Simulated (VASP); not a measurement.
Set up this calculation in VASP 6.6.1, as the native input.

```
Task                   : electric field gradients
Functional             : LDA
Potentials or basis    : VASP PAW LDA potentials, release 64 (Ti_sv, O)
Cutoff                 : 520 eV
k mesh                 : 7 × 7 × 10
Occupations            : fermi-dirac, width 0.05 eV
Spin                   : no spin polarisation
Dipole correction      : no
Further INCAR settings : ALGO = Normal; EDIFF = 1e-08; NBANDS = 33
```

The structure of TiO2 lies in POSCAR:

```
TiO2
1.0
    4.5940000000      0.0229700000      0.0229700000
    0.0229700000      4.5940000000      0.0229700000
    0.0147950000      0.0147950000      2.9590000000
Ti O
2 4
Direct
    0.0000000000      0.0000000000      0.0000000000
    0.5000000000      0.5000000000      0.5000000000
    0.3060000000      0.3060000000      0.0000000000
    0.1940000000      0.8060000000      0.5000000000
    0.6940000000      0.6940000000      0.0000000000
    0.8060000000      0.1940000000      0.5000000000
```

This cell differs from its parent crystal: equal xy, yz and zx shear strains of +1 %.

One way to write it, as run:

INCAR

```
SYSTEM = TiO2
PREC     = Accurate       ! precision mode
ENCUT    = 520            ! plane-wave cutoff, eV
EDIFF    = 1E-8           ! SCF threshold, eV
ISMEAR   = -1             ! smearing method
SIGMA    = 0.05           ! smearing width, eV
LREAL    = .FALSE.        ! projectors in reciprocal space
LASPH    = .TRUE.         ! aspherical terms in the spheres
NELM     = 100            ! most SCF steps
ALGO     = Normal         ! electronic algorithm
ISIF     = 2              ! what is computed and relaxed
LWAVE    = .FALSE.        ! write WAVECAR
LCHARG   = .FALSE.        ! write CHGCAR
GGA      = CA             ! functional
LEFG     = .TRUE.       
NBANDS   = 33             ! bands
```

KPOINTS

```
Automatic mesh
0
G
  7 7 10
  0 0 0
```

Potentials or basis: VASP PAW LDA potentials, release 64 (Ti_sv, O).

Run with:

```console
$ cat potpaw_LDA.64/Ti_sv/POTCAR potpaw_LDA.64/O/POTCAR > POTCAR
$ mpirun -np 1 vasp_std > vasp.out
```

Results of the run:

The pressure is -6.7 GPa. The largest force is 0.177 eV/Å, the band gap on the k mesh is 1.82 eV and the largest electric field gradient by atom is Ti -29.5, -26.3; O +21.6, +18.0 (each value once) V/Å².

Caveat: the cell differs from its parent crystal (equal xy, yz and zx shear strains of +1 %); the cell stands under tension; without QUAD_EFG the Cq values of the log hold for a quadrupole moment of 1 mb, not for the nuclei.

Run time: 2.1 min on 1 thread of Intel(R) Xeon(R) 6975P-C (Granite Rapids), on a shared host, peak memory 0.32 GiB.
